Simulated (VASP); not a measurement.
Input of a VASP 6.6.1 run:

Contents of INCAR:

```
ALGO     = Normal         # electronic algorithm
EDIFF    = 1E-6           # SCF threshold, eV
ENCUT    = 520            # plane-wave cutoff, eV
ISIF     = 2              # what is computed and relaxed
ISMEAR   = 0              # smearing method
LASPH    = True           # aspherical terms in the spheres
LCHARG   = False          # write CHGCAR
LREAL    = False          # projectors in reciprocal space
LWAVE    = False          # write WAVECAR
NBANDS   = 35             # bands
NELM     = 100            # most SCF steps
PREC     = Accurate       # precision mode
SIGMA    = 0.02           # smearing width, eV
```

KPOINTS

```
k-points
0
Gamma
  10 10 10
```

File POSCAR:

```
SnO2
1.0
   -2.0465541248      2.0465541248      5.2733456457
    2.0465541248     -2.0465541248      5.2733456457
    2.0465541248      2.0465541248     -5.2733456457
Sn O
2 4
Direct
    0.7500000000      0.2500000000      0.5000000000
    0.0000000000      0.0000000000      0.0000000000
    0.8012241299      0.8012241299      0.0000000000
    0.9487758701      0.4487758701      0.5000000000
    0.1987758701      0.1987758701      0.0000000000
    0.5512241299      0.0512241299      0.5000000000
```

Potentials or basis: VASP PAW LDA potentials, release 64 (Sn_d, O).

Command:

```sh
$ cat potpaw_LDA.64/Sn_d/POTCAR potpaw_LDA.64/O/POTCAR > POTCAR
$ mpirun -np 1 vasp_std > vasp.out
```

Question: Predict the largest force.

Answer: 0.036 eV/Å.

Question: What does it give for the band gap on the k mesh?

Answer: 0.94 eV (least direct gap 1.19 eV).

Question: Estimate the pressure.

Answer: -11.9 GPa.

Stress tensor (GPa, compression positive):
```
-12.06   0.00   0.00
  0.00 -12.06   0.00
  0.00   0.00 -11.70
```

Caveat: the cell stands under tension; spin-orbit coupling is left out, which moves the levels of the heavy elements. A k mesh can miss the band edges.
